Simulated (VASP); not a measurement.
Wanted: the native input for a VASP 6.6.1 run.

```yaml
Task: single point
Functional: PBE
Dispersion: D3(BJ)
Potentials_or_basis: VASP PAW PBE potentials, release 64 (O, Mg)
Cutoff: 520 eV
k_mesh: 3 × 3 × 1
Occupations: gaussian, width 0.05 eV
Spin: no spin polarisation
Dipole_correction: yes
Further_INCAR_settings: LREAL = Auto; ALGO = Normal; EDIFF = 1e-07; NBANDS = 66
```

The structure of MgO lies in POSCAR:

```
MgO
1.0
    5.9506164706      0.0000000000      0.0000000000
   -2.9753082353      5.1533850317      0.0000000000
    0.0000000000      0.0000000000     22.0733225033
O Mg
12 12
Direct
    0.1666666667      0.3333333333      0.3624284472
    0.1666666667      0.8333333333      0.3624284472
    0.6666666667      0.3333333333      0.3624284472
    0.6666666667      0.8333333333      0.3624284472
    0.5000000000      0.5000000000      0.4724856894
    0.5000000000      0.0000000000      0.4724856894
    0.0000000000      0.5000000000      0.4724856894
    0.0000000000      0.0000000000      0.4724856894
    0.8333333333      0.6666666667      0.5848021605
    0.8333333333      0.1666666667      0.5848021605
    0.3333333333      0.6666666667      0.5848021605
    0.3333333333      0.1666666667      0.5848021605
    0.3333333333      0.1666666667      0.4174570683
    0.3333333333      0.6666666667      0.4174570683
    0.8333333333      0.1666666667      0.4174570683
    0.8333333333      0.6666666667      0.4174570683
    0.6666666667      0.3333333333      0.5232109988
    0.6666666667      0.8333333333      0.5232109988
    0.1666666667      0.3333333333      0.5232109988
    0.1666666667      0.8333333333      0.5232109988
    0.0000000000      0.5000000000      0.6362165258
    0.0000000000      0.0000000000      0.6362165258
    0.5000000000      0.5000000000      0.6362165258
    0.5000000000      0.0000000000      0.6362165258
```

These files were run (other wordings do the same):

INCAR

```
SYSTEM = MgO
  ALGO = Normal
  DIPOL = 0.5 0.5 0.499
  EDIFF = 1E-7
  ENCUT = 520
  GGA = PE
  IDIPOL = 3
  ISIF = 2
  ISMEAR = 0
  IVDW = 12
  LASPH = .True.
  LCHARG = .False.
  LDIPOL = .True.
  LREAL = Auto
  LWAVE = .False.
  NBANDS = 66
  NELM = 60
  PREC = Accurate
  SIGMA = 0.05
```

KPOINTS

```
k-points
0
Gamma
  3 3 1
  0 0 0
```

Potentials or basis: VASP PAW PBE potentials, release 64 (O, Mg).

Command:

```console
$ cat potpaw_PBE.64/O/POTCAR potpaw_PBE.64/Mg/POTCAR > POTCAR
$ mpirun -np 1 vasp_std > vasp.out
```

Results of the run:

* Largest force: 2.721 eV/Å
* Band gap on the k mesh: zero (band 48 reaches -2.63 eV, above the bottom of band 49 at -3.12 eV)
* Dispersion energy per atom: -0.208 eV

Caveat: the k points lie up to 0.41 Å⁻¹ apart.

Wall time 7.8 min on 1 thread of Intel(R) Xeon(R) 6975P-C (Granite Rapids), with other jobs on the host, peak memory 0.74 GiB.
